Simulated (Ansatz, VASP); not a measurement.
Ni in VASP and in Ansatz

The input INCAR:

```
  PREC = Accurate
  ENCUT = 520
  EDIFF = 1E-6
  ISMEAR = -1
  SIGMA = 0.1
  LREAL = False
  LASPH = True
  NELM = 80
  ALGO = Normal
  ISIF = 2
  LWAVE = False
  LCHARG = True
  GGA = CA
  LELF = True
  LVHAR = True
  NBANDS = 22
```

The input KPOINTS:

```
regular mesh
0
Gamma
  11 11 15
```

File POSCAR:

```
Ni
1.0
    3.9886228360      0.0000000000      0.0000000000
   -1.9943114180      3.4542487021      0.0000000000
    0.0000000000      0.0000000000      2.3969676468
Ni
3
Direct
    1.0000000000      0.0000000000      0.0000000000
    0.3333333333      0.6666666667      0.5000000000
    0.6666666667      0.3333333333      0.5000000000
```

Input for Ansatz:

```yaml
crystal:
  lattice:
    - [3.988622836, 0.0, 0.0]
    - [-1.994311418, 3.4542487021, 0.0]
    - [0.0, 0.0, 2.3969676468]
  atoms:
    - { symbol: Ni, position: [1.0, 0.0, 0.0] }
    - { symbol: Ni, position: [0.3333333333, 0.6666666667, 0.5] }
    - { symbol: Ni, position: [0.6666666667, 0.3333333333, 0.5] }
hamiltonian:
  xc: lda
  pseudopotentials:
    kind: paw
    azcp:
      Ni: "pseudopotentials/Ni.paw.azcp"
basis:
  ecutwfc: 420
  fft_grid_basis: typed
kpoints:
  mp_grid: { grid: [11, 11, 15], shift: [0, 0, 0] }
magnetization:
  spin_polarized: false
scf:
  occupations: { method: fermi_dirac, width: 0.1 }
  lower_state_search: "off"
output:
  stress: true
  write_density: true
  write_potential: true
  elf: true
  volumetric_format: npy
```

Alike in both runs: task single point; functional LDA; k mesh 11 × 11 × 15; occupations fermi-dirac, width 0.1 eV; no spin polarisation.

|  | VASP | Ansatz |
| --- | --- | --- |
| version | VASP 6.6.1 | Ansatz 0.2.0 |
| potentials or method | VASP PAW LDA potentials, release 64 (Ni), cutoff 520 eV | plane waves (420 eV) with PAW, scalar-relativistic |
| valence electrons in the cell | 30 | 54 |

|  | VASP | Ansatz | Ansatz less VASP |
| --- | --- | --- | --- |
| pressure (GPa) | -15.6 | -15.7 | -0.12 |
| traceless stress, the component that is largest in VASP (GPa) | 0.18 | 0.23 | +0.050 |

Ansatz warns that its potentials were made for another functional, while VASP's fit it. LDA's correlation is that of Perdew and Zunger in VASP and of Perdew and Wang (1992) in Ansatz. VASP's potentials hold 30 valence electrons a cell and Ansatz's 54, so a difference there can come from the potentials and not from the codes.
